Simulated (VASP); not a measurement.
# Zn (P6_3/mmc) in VASP: a series of runs

Runs on Zn. Level: PBE. Tasks: single point.

All numbers are computed with VASP 6.6.1; they aren't measurements. Logs are shortened: lines on timing, memory, paths and dates and some standing lists are left out, and cuts for length are marked.

## 1. The cell of the first run

Symmetry: P6_3/mmc, No. 194, hexagonal system. The conventional cell has a = 2.656 Å, b = 2.656 Å, c = 4.962 Å, α = 90.00°, β = 90.00°, γ = 120.00°. Within 3.5 Å of Zn (site symmetry -6m2) lie 12 Zn at 2.66 to 2.92 Å.

## 2. Single point, PBE

Contents of INCAR:

```
  ALGO = Normal
  EDIFF = 1E-6
  ENCUT = 520
  GGA = PE
  ISIF = 2
  ISMEAR = -1
  LASPH = True
  LCHARG = True
  LELF = True
  LREAL = False
  LVHAR = True
  LWAVE = False
  NBANDS = 19
  NELM = 100
  PREC = Accurate
  SIGMA = 0.1
```

Contents of KPOINTS:

```
k-points
0
Gamma
  20 20 9
```

Contents of POSCAR:

```
Zn
1.0
    2.6556370042      0.0000000000      0.0000000000
   -1.3278185021      2.2998491089      0.0000000000
    0.0000000000      0.0000000000      4.9624616040
Zn
2
Direct
    0.3333333333      0.6666666667      0.2500000000
    0.6666666667      0.3333333333      0.7500000000
```

Potentials or basis: VASP PAW PBE potentials, release 64 (Zn).

Started as:

```bash
$ cat potpaw_PBE.64/Zn/POTCAR > POTCAR
$ mpirun -np 1 vasp_std > vasp.out
```

OUTCAR:

```text
EDIFF = 1E-6
   ENCUT = 520
   GGA = PE
   ISIF = 2
   ISMEAR = -1
   LASPH = True
   LREAL = False
   NELM = 100
   PREC = Accurate

 ion  position               nearest neighbor table
   1  0.333  0.667  0.250-   2 2.92   2 2.92   2 2.92   2 2.92   2 2.92   2 2.92
   2  0.667  0.333  0.750-   1 2.92   1 2.92   1 2.92   1 2.92   1 2.92   1 2.92

  LATTYP: Found a hexagonal cell.
 ALAT       =     2.6556370042
 C/A-ratio  =     1.8686520771

  Lattice vectors:

 A1 = (   2.6556370042,   0.0000000000,   0.0000000000)
 A2 = (  -1.3278185021,   2.2998491089,   0.0000000000)
 A3 = (   0.0000000000,   0.0000000000,   4.9624616040)

Analysis of symmetry for initial positions (statically):
=====================================================================
 Subroutine PRICEL returns:
 Original cell was already a primitive cell.

 Routine SETGRP: Setting up the symmetry group for a
 hexagonal supercell.

 Subroutine GETGRP returns: Found 24 space group operations
 (whereof 12 operations were pure point group operations)
 out of a pool of 24 trial point group operations.

The static configuration has the point symmetry D_3d.
 The point group associated with its full space group is D_6h.

Analysis of symmetry for dynamics (positions and initial velocities):
=====================================================================
 Subroutine PRICEL returns:
 Original cell was already a primitive cell.

 Routine SETGRP: Setting up the symmetry group for a
 hexagonal supercell.

 Subroutine GETGRP returns: Found 24 space group operations
 (whereof 12 operations were pure point group operations)
 out of a pool of 24 trial point group operations.

The dynamic configuration has the point symmetry D_3d.
 The point group associated with its full space group is D_6h.

 Subroutine INISYM returns: Found 24 space group operations
 (whereof 12 operations are pure point group operations),
 and found     1 'primitive' translations

----------------------------------------------------------------------------------------

                                     Primitive cell

  volume of cell :      30.3086

  direct lattice vectors                    reciprocal lattice vectors
     2.655637004  0.000000000  0.000000000     0.376557488  0.217405567  0.000000000
    -1.327818502  2.299849109  0.000000000     0.000000000  0.434811134  0.000000000
     0.000000000  0.000000000  4.962461604     0.000000000  0.000000000  0.201512894

  length of vectors
     2.655637004  2.655637004  4.962461604     0.434811134  0.434811134  0.201512894

  position of ions in fractional coordinates (direct lattice)
     0.333333333  0.666666667  0.250000000
     0.666666667  0.333333333  0.750000000

  ion indices of the primitive-cell ions
   primitive index   ion index
                 1           1
                 2           2

----------------------------------------------------------------------------------------

 KPOINTS: k-points

Automatic generation of k-mesh.
 Grid dimensions read from file:
 generate k-points for:   20   20    9

 Generating k-lattice:

  Cartesian coordinates                     Fractional coordinates (reciprocal lattice)
     0.018827874  0.010870278  0.000000000     0.050000000  0.000000000  0.000000000
     0.000000000  0.021740557  0.000000000     0.000000000  0.050000000  0.000000000
     0.000000000  0.000000000  0.022390322     0.000000000  0.000000000  0.111111111

  Length of vectors
     0.021740557  0.021740557  0.022390322

  Shift w.r.t. Gamma in fractional coordinates (k-lattice)
     0.000000000  0.000000000  0.000000000

 Subroutine IBZKPT returns following result:
 ===========================================

 Found    220 irreducible k-points:

 Following reciprocal coordinates:
            Coordinates               Weight
  0.000000  0.000000  0.000000      1.000000
  0.050000  0.000000  0.000000      6.000000
  0.100000  0.000000  0.000000      6.000000
  0.150000  0.000000  0.000000      6.000000
  0.200000  0.000000  0.000000      6.000000
  0.250000  0.000000  0.000000      6.000000
[... 16 lines left out ...]
  0.200000  0.100000  0.000000     12.000000
  0.250000  0.100000  0.000000     12.000000
 [... further k-points ...]
   k-points           NKPTS =    220   k-points in BZ     NKDIM =    220   number of bands    NBANDS=     19
   number of dos      NEDOS =    301   number of ions     NIONS =      2
   total plane-waves  NPLWV =  16000
   dimension x,y,z NGX =    20 NGY =   20 NGZ =   40
   dimension x,y,z NGXF=    40 NGYF=   40 NGZF=   80
   ions per type =               2
   NGX,Y,Z   is equivalent  to a cutoff of  12.52, 12.52, 13.40 a.u.
   NGXF,Y,Z  is equivalent  to a cutoff of  25.04, 25.04, 26.80 a.u.
 SYSTEM =  unknown system
   PREC   = accura    normal or accurate (medium, high low for compatibility)
   ISTART =      0    job   : 0-new  1-cont  2-samecut
   ICHARG =      2    charge: 1-file 2-atom 10-const
   ISPIN  =      1    spin polarized calculation?
   LNONCOLLINEAR =      F non collinear calculations
   LSORBIT =      F    spin-orbit coupling
   LASPH  =      T    aspherical Exc in radial PAW
   ENCUT  =  520.0 eV  38.22 Ry    6.18 a.u.   4.94  4.94  9.23*2*pi/ulx,y,z
   NELM   =    100;   NELMIN=  2; NELMDL= -5     # of ELM steps
   EDIFF  = 0.1E-05   stopping-criterion for ELM
   LREAL  =      F    real-space projection
   EDIFFG = 0.1E-04   stopping-criterion for IOM
   NSW    =      0    number of steps for IOM
   IBRION =     -1    ionic relax: 0-MD 1-quasi-New 2-CG
   NFREE  =      0    steps in history (QN), initial steepest desc. (CG)
   ISIF   =      2    stress and relaxation
   ISYM   =      2    0-nonsym 1-usesym 2-fastsym
   POTIM  = 0.5000    time-step for ionic-motion
   TEBEG  =    0.0;   TEEND  =   0.0 temperature during run
   PSTRESS=    0.0 pullay stress
   NELECT =      24.0000    total number of electrons
   NUPDOWN=      -1.0000    fix difference up-down
   EMIN   =  10.00;   EMAX   =-10.00  energy-range for DOS
   EFERMI =   0.00;   METHOD = LEGACY
   ISMEAR =    -1;   SIGMA  =   0.10  broadening in eV -4-tet -1-fermi 0-gaus
   EFERMI_NEDOS =   21; number of points for ismear=-14 and -15
   IALGO  =     38    algorithm
   IMIX   =      4    mixing-type and parameters
     AMIX     =   0.40;   BMIX     =  1.00
     AMIX_MAG =   1.60;   BMIX_MAG =  1.00
  volume/ion in A,a.u.               =      15.15       102.27
  Fermi-wavevector in a.u.,A,eV,Ry     =   1.514573  2.862128 31.210826  2.293931
  Thomas-Fermi vector in A             =   2.624212
   LORBIT       =      0    0 simple, 1 ext, 2 COOP (PROOUT), +10 PAW based schemes
   GGA     = PE    functional components
   LHFCALC =     F    Hartree Fock is set to
   AEXX    =    0.0000 exact exchange contribution
   IVDW    =     0    specifies the selected vdW correction
   LEPSILON=     F    determine dielectric tensor
   LRPA    =     F    only Hartree local field effects (RPA)
 non-spin polarized calculation
  energy-cutoff  :      520.00
  volume of cell :       30.31
 maximum number of plane-waves:       841
 NGX is ok and might be reduce to    20
   NGX =  9   NGY =  9   NGZ = 19

 number of electron      24.0000020 magnetization

 Free energy of the ion-electron system (eV)
  ---------------------------------------------------
  ext. energy  EPLUGINS =         0.00000000
  ---------------------------------------------------
  free energy    TOTEN  =        -2.21839186 eV

  energy without entropy =       -2.20254077  energy(sigma->0) =       -2.21046631

 E-fermi :   3.1436     XC(G=0): -11.5694

 val. band max:        3.1393970429   @ k =   0.3000   0.3000   0.4444
 cond. band min:       3.1444629620   @ k =   0.3500   0.2000   0.0000
 fundamental gap:      0.0050659191
 Fermi energy:         3.1435532423

 k-point     1 :       0.0000    0.0000    0.0000
  band No.  band energies     occupation
      1      -7.2945      2.00000
      2      -5.5020      2.00000
      3      -4.7994      2.00000
      4      -4.5593      2.00000
      5      -4.5593      2.00000
      6      -4.5106      2.00000
[... 11 lines left out ...]
     18      22.3807      0.00000
     19      22.3827      0.00000

 k-point     2 :       0.0500    0.0000    0.0000
  band No.  band energies     occupation
      1      -7.2196      2.00000
      2      -5.4687      2.00000
      3      -4.7912      2.00000
      4      -4.5672      2.00000
      5      -4.5415      2.00000
      6      -4.5190      2.00000
[... 11 lines left out ...]
     18      21.5349      0.00000
     19      23.1282      0.00000

 k-point     3 :       0.1000    0.0000    0.0000
  band No.  band energies     occupation
      1      -6.9972      2.00000
      2      -5.3759      2.00000
      3      -4.7709      2.00000
      4      -4.5862      2.00000
      5      -4.5385      2.00000
      6      -4.4896      2.00000
[... 11 lines left out ...]
     18      20.9033      0.00000
     19      22.6609      0.00000

 k-point     4 :       0.1500    0.0000    0.0000
  band No.  band energies     occupation
      1      -6.6359      2.00000
      2      -5.2475      2.00000
      3      -4.7513      2.00000
      4      -4.6104      2.00000
      5      -4.5386      2.00000
      6      -4.4077      2.00000
[... 11 lines left out ...]
     18      19.8509      0.00000
     19      21.1592      0.00000

 k-point     5 :       0.2000    0.0000    0.0000
  band No.  band energies     occupation
      1      -6.1612      2.00000
      2      -5.1334      2.00000
      3      -4.7280      2.00000
      4      -4.6327      2.00000
      5      -4.5252      2.00000
      6      -4.4702      2.00000
[... 11 lines left out ...]
     18      19.1694      0.00000
     19      19.3346      0.00000

 k-point     6 :       0.2500    0.0000    0.0000
  band No.  band energies     occupation
      1      -5.6564      2.00000
      2      -5.0949      2.00000
      3      -4.6803      2.00000
      4      -4.6713      2.00000
      5      -4.5919      2.00000
      6      -4.3573      2.00000
[... 11 lines left out ...]
     18      18.6740      0.00000
     19      19.1308      0.00000

 k-point     7 :       0.3000    0.0000    0.0000
  band No.  band energies     occupation
      1      -5.3284      2.00000
      2      -5.1212      2.00000
      3      -4.8136      2.00000
      4      -4.6002      2.00000
      5      -4.4358      2.00000
      6      -4.4262      2.00000
[... 11 lines left out ...]
     18      18.2648      0.00000
     19      19.8522      0.00000

 k-point     8 :       0.3500    0.0000    0.0000
  band No.  band energies     occupation
      1      -5.2493      2.00000
      2      -5.1598      2.00000
      3      -4.9187      2.00000
      4      -4.5212      2.00000
      5      -4.4872      2.00000
      6      -4.3623      2.00000
[... 256 lines left out ...]
 k-point    20 :       0.4500    0.0500    0.0000
  band No.  band energies     occupation
      1      -5.2808      2.00000
      2      -5.1909      2.00000
      3      -5.0433      2.00000
      4      -4.5722      2.00000
      5      -4.4129      2.00000
      6      -4.4040      2.00000
[... 11 lines left out ...]
     18      17.9457      0.00000
     19      18.4922      0.00000

 k-point    21 :       0.1000    0.1000    0.0000
  band No.  band energies     occupation
      1      -6.4237      2.00000
      2      -5.1730      2.00000
      3      -4.7559      2.00000
      4      -4.5979      2.00000
      5      -4.5965      2.00000
      6      -4.4175      2.00000
[... 11 lines left out ...]
     18      20.1899      0.00000
     19      21.1595      0.00000

 k-point    22 :       0.1500    0.1000    0.0000
  band No.  band energies     occupation
      1      -5.9593      2.00000
      2      -5.0540      2.00000
      3      -4.7682      2.00000
      4      -4.6348      2.00000
      5      -4.5612      2.00000
      6      -4.5474      2.00000
[... 11 lines left out ...]
     18      19.1068      0.00000
     19      19.5149      0.00000

 k-point    23 :       0.2000    0.1000    0.0000
  band No.  band energies     occupation
      1      -5.4689      2.00000
      2      -5.0084      2.00000
      3      -4.7221      2.00000
      4      -4.6986      2.00000
      5      -4.6405      2.00000
      6      -4.4480      2.00000
[... 11 lines left out ...]
     18      18.3534      0.00000
     19      19.0293      0.00000

 k-point    24 :       0.2500    0.1000    0.0000
  band No.  band energies     occupation
      1      -5.1715      2.00000
      2      -5.0399      2.00000
      3      -4.8165      2.00000
      4      -4.5987      2.00000
      5      -4.5527      2.00000
      6      -4.4768      2.00000
[... 11 lines left out ...]
     18      17.6955      0.00000
     19      18.7989      0.00000

 [... further k-points ...]
[... 5 lines left out ...]
  --------------------------------------------------------------------------------------
  -------------------------------------------------------------------------------------
  Total        0.0933950      0.0933950      0.0776232      0.0000000      0.0000000      0.0000000
  in kB        4.9370670      4.9370670      4.1033338      0.0000000      0.0000000      0.0000000
  external PRESSURE =       4.6591559 kB  Pullay stress =       0.0000000 kB

 VOLUME and BASIS-vectors are now :
 -----------------------------------------------------------------------------
  energy-cutoff  :      520.00
  volume of cell :       30.31
      direct lattice vectors                 reciprocal lattice vectors
     2.655637004  0.000000000  0.000000000     0.376557488  0.217405567  0.000000000
    -1.327818502  2.299849109  0.000000000     0.000000000  0.434811134  0.000000000
     0.000000000  0.000000000  4.962461604     0.000000000  0.000000000  0.201512894

 POSITION                                       TOTAL-FORCE (eV/Angst)
 -----------------------------------------------------------------------------------
     -0.00000      1.53323      1.24062         0.000000     -0.000000      0.000000
      1.32782      0.76662      3.72185        -0.000000      0.000000      0.000000
 -----------------------------------------------------------------------------------
    total drift:                               -0.000000      0.000000      0.000000

  FREE ENERGIE OF THE ION-ELECTRON SYSTEM (eV)
  ---------------------------------------------------
  free  energy   TOTEN  =        -2.2183918551 eV

  energy  without entropy=       -2.2025407698  energy(sigma->0) =       -2.21046631
```

It took 1.7 min on 1 thread of AMD EPYC 7R13, shared host; peak memory 0.19 GiB.

Results:

```
Free energy            : -2.2184 eV
Pressure               : 0.5 GPa
Band gap on the k mesh : zero (bands 12 and 13 overlap by 4.37 eV)
```

Levels at points of the mesh, in eV from the Fermi level:
```
           k point  band 10  band 11  band 12  band 13  band 14  band 15
(0.00, 0.00, 0.00)    -7.11    -7.11    -3.69    -3.12    13.43    17.10
(0.50, 0.00, 0.00)    -6.91    -2.84    -2.14     2.58     3.54     4.07
```

## 3. Single point, PBE

Contents of INCAR:

```
PREC     = Accurate       # precision mode
ENCUT    = 520            # plane-wave cutoff, eV
EDIFF    = 1E-7           # SCF threshold, eV
ISMEAR   = -1             # smearing method
SIGMA    = 0.1            # smearing width, eV
LREAL    = F              # projectors in reciprocal space
LASPH    = T              # aspherical terms in the spheres
NELM     = 60             # most SCF steps
ALGO     = Normal         # electronic algorithm
ISIF     = 2              # what is computed and relaxed
LWAVE    = F              # write WAVECAR
LCHARG   = T              # write CHGCAR
GGA      = PE             # functional
LELF     = T              # ELF
LVHAR    = T            
NBANDS   = 19             # bands
```

Contents of KPOINTS:

```
Automatic mesh
0
Gamma
  22 22 11
```

POSCAR is that of step 2.

Potentials or basis: VASP PAW PBE potentials, release 64 (Zn).

Started as:

```bash
$ cat potpaw_PBE.64/Zn/POTCAR > POTCAR
$ mpirun -np 1 vasp_std > vasp.out
```

Wall time 2.8 min (1 thread of AMD EPYC 7R13, shared host); peak memory 0.23 GiB.

It converged, with:

| Property | Result |
| --- | --- |
| Free energy | -2.2221 eV |
| Pressure | 0.4 GPa |
| Band gap on the k mesh | zero (bands 12 and 13 overlap by 4.84 eV) |

Stress tensor (GPa, compression positive):
```
0.41 0.00 0.00
0.00 0.41 0.00
0.00 0.00 0.50
```

Levels at points of the mesh, in eV from the Fermi level:
| k point | band 10 | band 11 | band 12 | band 13 | band 14 | band 15 |
| --- | --- | --- | --- | --- | --- | --- |
| (0.00, 0.00, 0.00) | -7.08 | -7.08 | -3.65 | -3.08 | 13.46 | 17.14 |
| (0.50, 0.00, 0.00) | -6.87 | -2.80 | -2.11 | 2.62 | 3.58 | 4.10 |
